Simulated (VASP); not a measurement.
# Re (P6_3/mmc) in VASP: settings compared

Aim: see how the results for Re move with the level of theory and the settings. Levels: RPBE+D4, revPBE+D3(BJ), PBE+D4. Tasks: single point, relaxation of cell and atoms.

All numbers are computed with VASP 6.6.1; they aren't measurements. Logs are shortened: lines on timing, memory, paths and dates and some standing lists are left out, and cuts for length are marked.

## Step 1: The cell of the first run

The structure is hexagonal, space group P6_3/mmc (No. 194). The conventional cell has a = 2.752 Å, b = 2.752 Å, c = 8.901 Å, α = 90.00°, β = 90.00°, γ = 120.00°. Re (site symmetry -6m2) has 12 Re at 2.73 to 2.75 Å within 3.6 Å. Within 3.6 Å of Re (site symmetry -3m) lie 12 Re at 2.73 to 2.75 Å.

## Step 2: Single point, RPBE+D4

INCAR reads:

```
PREC = Accurate
ENCUT = 520
EDIFF = 1E-6
ISMEAR = -1
SIGMA = 0.05
LREAL = F
LASPH = T
NELM = 60
ALGO = Normal
ISIF = 2
LWAVE = F
LCHARG = F
GGA = RP
IVDW = 13
NBANDS = 22
```

KPOINTS reads:

```
Automatic mesh
0
Gamma
  11 11 3
```

POSCAR reads:

```
Re
1.0
    2.7517046110      0.0000000000      0.0000000000
   -1.3758523055      2.3830460968      0.0000000000
    0.0000000000      0.0000000000      8.9014079439
Re
4
Direct
    0.6666666667      0.3333333333      0.7500000000
    0.0000000000      0.0000000000      0.5000000000
    0.3333333333      0.6666666667      0.2500000000
    0.0000000000      0.0000000000      0.0000000000
```

Potentials or basis: VASP PAW PBE potentials, release 64 (Re).

Started as:

```
> cat potpaw_PBE.64/Re/POTCAR > POTCAR
> mpirun -np 1 vasp_std > vasp.out
```

OUTCAR:

```text
PREC = Accurate
   ENCUT = 520
   EDIFF = 1E-6
   ISMEAR = -1
   LREAL = F
   LASPH = T
   NELM = 60
   ISIF = 2
   GGA = RP
   IVDW = 13

 ion  position               nearest neighbor table
   1  0.667  0.333  0.750-   2 2.73   4 2.73   2 2.73   4 2.73   2 2.73   4 2.73
   2  0.000  0.000  0.500-   1 2.73   3 2.73   3 2.73   1 2.73   1 2.73   3 2.73
   3  0.333  0.667  0.250-   2 2.73   4 2.73   2 2.73   4 2.73   2 2.73   4 2.73
   4  0.000  0.000  0.000-   1 2.73   3 2.73   3 2.73   1 2.73   1 2.73   3 2.73

  LATTYP: Found a hexagonal cell.
 ALAT       =     2.7517046110
 C/A-ratio  =     3.2348704539

  Lattice vectors:

 A1 = (   2.7517046110,   0.0000000000,   0.0000000000)
 A2 = (  -1.3758523055,   2.3830460968,   0.0000000000)
 A3 = (   0.0000000000,   0.0000000000,   8.9014079439)

Analysis of symmetry for initial positions (statically):
=====================================================================
 Subroutine PRICEL returns:
 Original cell was already a primitive cell.

 Routine SETGRP: Setting up the symmetry group for a
 hexagonal supercell.

 Subroutine GETGRP returns: Found 24 space group operations
 (whereof 12 operations were pure point group operations)
 out of a pool of 24 trial point group operations.

The static configuration has the point symmetry D_3d.
 The point group associated with its full space group is D_6h.

Analysis of symmetry for dynamics (positions and initial velocities):
=====================================================================
 Subroutine PRICEL returns:
 Original cell was already a primitive cell.

 Routine SETGRP: Setting up the symmetry group for a
 hexagonal supercell.

 Subroutine GETGRP returns: Found 24 space group operations
 (whereof 12 operations were pure point group operations)
 out of a pool of 24 trial point group operations.

The dynamic configuration has the point symmetry D_3d.
 The point group associated with its full space group is D_6h.

 Subroutine INISYM returns: Found 24 space group operations
 (whereof 12 operations are pure point group operations),
 and found     1 'primitive' translations

----------------------------------------------------------------------------------------

                                     Primitive cell

  volume of cell :      58.3704

  direct lattice vectors                    reciprocal lattice vectors
     2.751704611  0.000000000  0.000000000     0.363411100  0.209815497  0.000000000
    -1.375852306  2.383046097  0.000000000     0.000000000  0.419630993  0.000000000
     0.000000000  0.000000000  8.901407944     0.000000000  0.000000000  0.112341779

  length of vectors
     2.751704611  2.751704611  8.901407944     0.419630993  0.419630993  0.112341779

  position of ions in fractional coordinates (direct lattice)
     0.666666667  0.333333333  0.750000000
     0.000000000  0.000000000  0.500000000
     0.333333333  0.666666667  0.250000000
     0.000000000  0.000000000  0.000000000

  ion indices of the primitive-cell ions
   primitive index   ion index
                 1           1
                 2           2
                 3           3
                 4           4

----------------------------------------------------------------------------------------

 KPOINTS: Automatic mesh

Automatic generation of k-mesh.
 Grid dimensions read from file:
 generate k-points for:   11   11    3

 Generating k-lattice:

  Cartesian coordinates                     Fractional coordinates (reciprocal lattice)
     0.033037373  0.019074136  0.000000000     0.090909091  0.000000000  0.000000000
     0.000000000  0.038148272  0.000000000     0.000000000  0.090909091  0.000000000
     0.000000000  0.000000000  0.037447260     0.000000000  0.000000000  0.333333333

  Length of vectors
     0.038148272  0.038148272  0.037447260

  Shift w.r.t. Gamma in fractional coordinates (k-lattice)
     0.000000000  0.000000000  0.000000000

 Subroutine IBZKPT returns following result:
 ===========================================

 Found     32 irreducible k-points:

 Following reciprocal coordinates:
            Coordinates               Weight
  0.000000  0.000000  0.000000      1.000000
  0.090909  0.000000  0.000000      6.000000
  0.181818 -0.000000  0.000000      6.000000
  0.272727 -0.000000  0.000000      6.000000
  0.363636  0.000000  0.000000      6.000000
  0.454545 -0.000000  0.000000      6.000000
[... 16 lines left out ...]
  0.090909  0.090909  0.333333     12.000000
  0.181818  0.090909  0.333333     24.000000
 [... further k-points ...]
   k-points           NKPTS =     32   k-points in BZ     NKDIM =     32   number of bands    NBANDS=     22
   number of dos      NEDOS =    301   number of ions     NIONS =      4
   total plane-waves  NPLWV =  28000
   dimension x,y,z NGX =    20 NGY =   20 NGZ =   70
   dimension x,y,z NGXF=    40 NGYF=   40 NGZF=  140
   ions per type =               4
   NGX,Y,Z   is equivalent  to a cutoff of  12.08, 12.08, 13.07 a.u.
   NGXF,Y,Z  is equivalent  to a cutoff of  24.17, 24.17, 26.15 a.u.
 SYSTEM =  unknown system
   PREC   = accura    normal or accurate (medium, high low for compatibility)
   ISTART =      0    job   : 0-new  1-cont  2-samecut
   ICHARG =      2    charge: 1-file 2-atom 10-const
   ISPIN  =      1    spin polarized calculation?
   LNONCOLLINEAR =      F non collinear calculations
   LSORBIT =      F    spin-orbit coupling
   LASPH  =      T    aspherical Exc in radial PAW
   ENCUT  =  520.0 eV  38.22 Ry    6.18 a.u.   5.12  5.12 16.55*2*pi/ulx,y,z
   NELM   =     60;   NELMIN=  2; NELMDL= -5     # of ELM steps
   EDIFF  = 0.1E-05   stopping-criterion for ELM
   LREAL  =      F    real-space projection
   EDIFFG = 0.1E-04   stopping-criterion for IOM
   NSW    =      0    number of steps for IOM
   IBRION =     -1    ionic relax: 0-MD 1-quasi-New 2-CG
   NFREE  =      0    steps in history (QN), initial steepest desc. (CG)
   ISIF   =      2    stress and relaxation
   ISYM   =      2    0-nonsym 1-usesym 2-fastsym
   POTIM  = 0.5000    time-step for ionic-motion
   TEBEG  =    0.0;   TEEND  =   0.0 temperature during run
   PSTRESS=    0.0 pullay stress
   NELECT =      28.0000    total number of electrons
   NUPDOWN=      -1.0000    fix difference up-down
   EMIN   =  10.00;   EMAX   =-10.00  energy-range for DOS
   EFERMI =   0.00;   METHOD = LEGACY
   ISMEAR =    -1;   SIGMA  =   0.05  broadening in eV -4-tet -1-fermi 0-gaus
   EFERMI_NEDOS =   21; number of points for ismear=-14 and -15
   IALGO  =     38    algorithm
   IMIX   =      4    mixing-type and parameters
     AMIX     =   0.40;   BMIX     =  1.00
     AMIX_MAG =   1.60;   BMIX_MAG =  1.00
  volume/ion in A,a.u.               =      14.59        98.48
  Fermi-wavevector in a.u.,A,eV,Ry     =   1.281533  2.421747 22.345219  1.642327
  Thomas-Fermi vector in A             =   2.413897
   LORBIT       =      0    0 simple, 1 ext, 2 COOP (PROOUT), +10 PAW based schemes
   GGA     = RP    functional components
   LHFCALC =     F    Hartree Fock is set to
   AEXX    =    0.0000 exact exchange contribution
   IVDW    =    13    specifies the selected vdW correction
   LEPSILON=     F    determine dielectric tensor
   LRPA    =     F    only Hartree local field effects (RPA)
 non-spin polarized calculation
  energy-cutoff  :      520.00
  volume of cell :       58.37
 maximum number of plane-waves:      1583
   NGX = 11   NGY = 11   NGZ = 33

 number of electron      27.9999999 magnetization

 Free energy of the ion-electron system (eV)
  ---------------------------------------------------
  ext. energy  EPLUGINS =         0.00000000
  ---------------------------------------------------
  free energy    TOTEN  =       -47.20887107 eV

  energy without entropy =      -47.18482980  energy(sigma->0) =      -47.19685044

 E-fermi :   8.1558     XC(G=0): -13.7499

 val. band max:        8.1525354594   @ k =   0.3636   0.2727   0.3333
 cond. band min:       8.2125188211   @ k =   0.2727  -0.0000   0.0000
 fundamental gap:      0.0599833617
 Fermi energy:         8.1558070354

 k-point     1 :       0.0000    0.0000    0.0000
  band No.  band energies     occupation
      1      -1.8514      2.00000
      2       0.4703      2.00000
      3       0.5483      2.00000
      4       1.4028      2.00000
      5       5.5768      2.00000
      6       5.6714      2.00000
[... 14 lines left out ...]
     21      10.7035      0.00000
     22      10.7035      0.00000

 k-point     2 :       0.0909    0.0000    0.0000
  band No.  band energies     occupation
      1      -1.5119      2.00000
      2       0.7861      2.00000
      3       0.8609      2.00000
      4       1.7259      2.00000
      5       5.1634      2.00000
      6       5.4432      2.00000
[... 14 lines left out ...]
     21      10.6451      0.00000
     22      10.7686      0.00000

 k-point     3 :       0.1818   -0.0000    0.0000
  band No.  band energies     occupation
      1      -0.5769      2.00000
      2       1.5411      2.00000
      3       1.6001      2.00000
      4       2.5166      2.00000
      5       4.5009      2.00000
      6       4.9220      2.00000
[... 14 lines left out ...]
     21      10.8657      0.00000
     22      11.0494      0.00000
[... 476 lines left out ...]
 k-point    23 :       0.0909    0.0909    0.3333
  band No.  band energies     occupation
      1      -0.5734      2.00000
      2       0.2536      2.00000
      3       2.1935      2.00000
      4       2.3367      2.00000
      5       4.8835      2.00000
      6       5.1448      2.00000
[... 14 lines left out ...]
     21      11.1143      0.00000
     22      11.7972      0.00000

 k-point    24 :       0.1818    0.0909    0.3333
  band No.  band energies     occupation
      1       0.4856      2.00000
      2       1.1328      2.00000
      3       2.9415      2.00000
      4       3.1870      2.00000
      5       4.0963      2.00000
      6       4.3845      2.00000
[... 14 lines left out ...]
     21      11.2237      0.00000
     22      11.9211      0.00000

 [... further k-points ...]

------------------------ aborting loop because EDIFF is reached ----------------------------------------

  DFT-D4 for vdW energy calculation

  Edisp (eV):   -4.91957

  FORCE on cell =-STRESS in cart. coord.  units (eV):
  Direction    XX          YY          ZZ          XY          YZ          ZX
  --------------------------------------------------------------------------------------
  -------------------------------------------------------------------------------------
  Total      -0.16947    -0.16947    -0.19678     0.00000    -0.00000    -0.00000
  in kB      -4.65176    -4.65176    -5.40131     0.00000    -0.00000    -0.00000
  external pressure =       -4.90 kB  Pullay stress =        0.00 kB

 VOLUME and BASIS-vectors are now :
 -----------------------------------------------------------------------------
  energy-cutoff  :      520.00
  volume of cell :       58.37
      direct lattice vectors                 reciprocal lattice vectors
     2.751704611  0.000000000  0.000000000     0.363411100  0.209815497  0.000000000
    -1.375852306  2.383046097  0.000000000     0.000000000  0.419630993  0.000000000
     0.000000000  0.000000000  8.901407944     0.000000000  0.000000000  0.112341779

 POSITION                                       TOTAL-FORCE (eV/Angst)
 -----------------------------------------------------------------------------------
      1.37585      0.79435      6.67606        -0.000000      0.000000     -0.000000
      0.00000      0.00000      4.45070        -0.000000      0.000000      0.000000
     -0.00000      1.58870      2.22535         0.000000      0.000000      0.000000
      0.00000      0.00000      0.00000        -0.000000      0.000000      0.000000
 -----------------------------------------------------------------------------------
    total drift:                                0.000000     -0.000000      0.000000

  FREE ENERGIE OF THE ION-ELECTRON SYSTEM (eV)
  ---------------------------------------------------
  free  energy   TOTEN  =       -52.1284423256 eV

  energy  without entropy=      -52.1044010517  energy(sigma->0) =      -52.11642169
```

It took 29 s on 1 thread of Intel Xeon Platinum 8559C (Emerald Rapids), shared host; peak memory 0.18 GiB.

What came out:

- Free energy: -52.1284 eV
- Pressure: -0.5 GPa
- Band gap on the k mesh: zero (band 14 reaches 9.28 eV, above the bottom of band 15 at 6.83 eV)
- Dispersion energy per atom: -1.230 eV

Caveat: the PAW data sets were made with another functional, which shifts forces and pressure a little; spin-orbit coupling is left out, which moves the levels of the heavy elements; pairwise dispersion overbinds metals, which lowers pressure and volume.

## Step 3: Single point, revPBE+D3(BJ)

This run uses another cell than the first one, of 14.53 Å³/atom, 0.996 times its volume.

INCAR reads:

```
ALGO     = Normal         # electronic algorithm
EDIFF    = 1E-7           # SCF threshold, eV
ENCUT    = 520            # plane-wave cutoff, eV
GGA      = RE             # functional
ISIF     = 2              # what is computed and relaxed
ISMEAR   = -1             # smearing method
IVDW     = 12             # dispersion correction
LASPH    = True           # aspherical terms in the spheres
LCHARG   = False          # write CHGCAR
LREAL    = False          # projectors in reciprocal space
LWAVE    = False          # write WAVECAR
NBANDS   = 22             # bands
NELM     = 80             # most SCF steps
PREC     = Accurate       # precision mode
SIGMA    = 0.05           # smearing width, eV
```

KPOINTS reads:

```
k-points
0
Gamma
  11 11 3
```

POSCAR reads:

```
Re
1.0
    2.7480179645      0.0000000000      0.0000000000
   -1.3740089822      2.3798533674      0.0000000000
    0.0000000000      0.0000000000      8.8887454425
Re
4
Direct
    0.6666666667      0.3333333333      0.7500000000
    0.0000000000      0.0000000000      0.5000000000
    0.3333333333      0.6666666667      0.2500000000
    0.0000000000      0.0000000000      0.0000000000
```

Potentials or basis: VASP PAW PBE potentials, release 64 (Re).

Started as:

```
> cat potpaw_PBE.64/Re/POTCAR > POTCAR
> mpirun -np 1 vasp_std > vasp.out
```

Wall time 33 s (1 thread of Intel Xeon Platinum 8559C (Emerald Rapids), shared host); peak memory 0.19 GiB.

It converged, with:

- Free energy: -52.5089 eV
- Pressure: -0.4 GPa
- Band gap on the k mesh: zero (band 14 reaches 9.32 eV, above the bottom of band 15 at 6.84 eV)
- Dispersion energy per atom: -1.205 eV

Levels at points of the mesh, in eV from the Fermi level:
| k point | band 11 | band 12 | band 13 | band 14 | band 15 | band 16 | band 17 | band 18 |
| --- | --- | --- | --- | --- | --- | --- | --- | --- |
| (0.00, 0.00, 0.00) | -1.68 | -1.25 | -1.25 | -1.13 | -1.13 | 0.51 | 0.66 | 0.66 |

Caveat: the PAW data sets were made with another functional, which shifts forces and pressure a little; spin-orbit coupling is left out, which moves the levels of the heavy elements; pairwise dispersion overbinds metals, which lowers pressure and volume.

## Step 4: Relaxation of cell and atoms, PBE+D4

This run uses another cell than the first one, of 14.81 Å³/atom, 1.015 times its volume.

INCAR reads:

```
SYSTEM = Re
ALGO     = Normal         ! electronic algorithm
EDIFF    = 1E-7           ! SCF threshold, eV
EDIFFG   = -0.01          ! ionic threshold
ENCUT    = 600            ! plane-wave cutoff, eV
GGA      = PE             ! functional
IBRION   = 2              ! ionic algorithm
ISIF     = 3              ! what is computed and relaxed
ISMEAR   = -1             ! smearing method
IVDW     = 13             ! dispersion correction
LASPH    = .True.         ! aspherical terms in the spheres
LCHARG   = .False.        ! write CHGCAR
LREAL    = .False.        ! projectors in reciprocal space
LWAVE    = .False.        ! write WAVECAR
NELM     = 80             ! most SCF steps
NSW      = 60             ! ionic steps
PREC     = Accurate       ! precision mode
SIGMA    = 0.05           ! smearing width, eV
```

KPOINTS reads:

```
k-points
0
Gamma
  11 11 3
  0 0 0
```

POSCAR reads:

```
Re
1.0
    2.7663873939      0.0000000000      0.0000000000
   -1.3831936969      2.3957617598      0.0000000000
    0.0000000000      0.0000000000      8.9388451600
Re
4
Direct
    0.6666666667      0.3333333333      0.7500000000
    0.0000000000      0.0000000000      0.5000000000
    0.3333333333      0.6666666667      0.2500000000
    0.0000000000      0.0000000000      0.0000000000
```

Started as:

```
> cat potpaw_PBE.64/Re/POTCAR > POTCAR
> mpirun -np 1 vasp_std > vasp.out
```

Wall time 1.8 min (1 thread of Intel Xeon Platinum 8559C (Emerald Rapids), shared host); peak memory 0.21 GiB.

The run converged. Its results:

| Quantity | Value |
| --- | --- |
| Free energy | -52.5323 eV |
| Relaxed volume | 14.65 Å³/atom |
| Relaxed cell | a = 2.756 Å, b = 2.756 Å, c = 8.912 Å, α = 90.00°, β = 90.00°, γ = 120.00° |
| Space group after relaxing (to 0.05 Å) | P6_3/mmc (No. 194) |
| Energy gained by relaxing | 2.0 meV/atom |
| Ionic steps | 6 |
| Pressure after relaxing | 0.0 GPa |
| Dispersion energy per atom | -0.710 eV |

Step by step:
| step | energy change (eV) | largest force (eV/Å) | pressure (GPa) | volume (Å³) |
| --- | --- | --- | --- | --- |
| 1 | 0.0000 | 0.0000 | -4.08 | 59.24 |
| 2 | 0.1385 | 0.0000 | 19.24 | 56.07 |
| 3 | -0.0082 | 0.0000 | -0.06 | 58.63 |
| 4 | -0.0082 | 0.0000 | 0.01 | 58.61 |
| 5 | -0.0082 | 0.0000 | 0.01 | 58.61 |
| 6 | -0.0082 | 0.0000 | 0.01 | 58.61 |

Final structure:
```cif
data_structure
_symmetry_space_group_name_H-M 'P 1'
_symmetry_Int_Tables_number 1
_cell_length_a 2.7558
_cell_length_b 2.7558
_cell_length_c 8.9118
_cell_angle_alpha 90.000
_cell_angle_beta 90.000
_cell_angle_gamma 120.000
_cell_volume 58.61
loop_
_atom_site_label
_atom_site_type_symbol
_atom_site_fract_x
_atom_site_fract_y
_atom_site_fract_z
_atom_site_occupancy
Re1 Re 0.66667 0.33333 0.75000 1
Re2 Re 0.00000 0.00000 0.50000 1
Re3 Re 0.33333 0.66667 0.25000 1
Re4 Re 0.00000 0.00000 0.00000 1
```

Levels at points of the mesh, in eV from the Fermi level:
| k point | band 12 | band 13 | band 14 | band 15 | band 16 | band 17 |
| --- | --- | --- | --- | --- | --- | --- |
| (0.00, 0.00, 0.00) | -1.23 | -1.23 | -1.12 | -1.12 | 0.51 | 0.65 |

Caveat: the bands computed are all filled at some k points, so no gap is given; spin-orbit coupling is left out, which moves the levels of the heavy elements.

## Step 5: Summary

| task | level | cell | cutoff (eV) | gap on the mesh (eV) | pressure (GPa) |
| --- | --- | --- | --- | --- | --- |
| single point | RPBE+D4 | a = 2.752, b = 2.752, c = 8.901 Å, angles 90.0, 90.0, 120.0°, 4 atoms | 520 | none | -0.5 |
| single point | revPBE+D3(BJ) | a = 2.748, b = 2.748, c = 8.889 Å, angles 90.0, 90.0, 120.0°, 4 atoms | 520 | none | -0.4 |
| relaxation of cell and atoms | PBE+D4 | relaxed from a = 2.766, b = 2.766, c = 8.939 Å, angles 90.0, 90.0, 120.0°, 4 atoms | 600 | - | 0.0 |

Alike in all rows: potentials or basis VASP PAW PBE potentials, release 64 (Re); no spin polarisation; k mesh 11 × 11 × 3; smearing fermi-dirac 0.05 eV.

Caveats: spin-orbit coupling is left out, which moves the levels of the heavy elements; the PAW data sets were made with another functional, which shifts forces and pressure a little (some runs); pairwise dispersion overbinds metals, which lowers pressure and volume (some runs); the bands computed are all filled at some k points, so no gap is given (some runs).

Absolute energies hang on the potentials; compare differences alone.
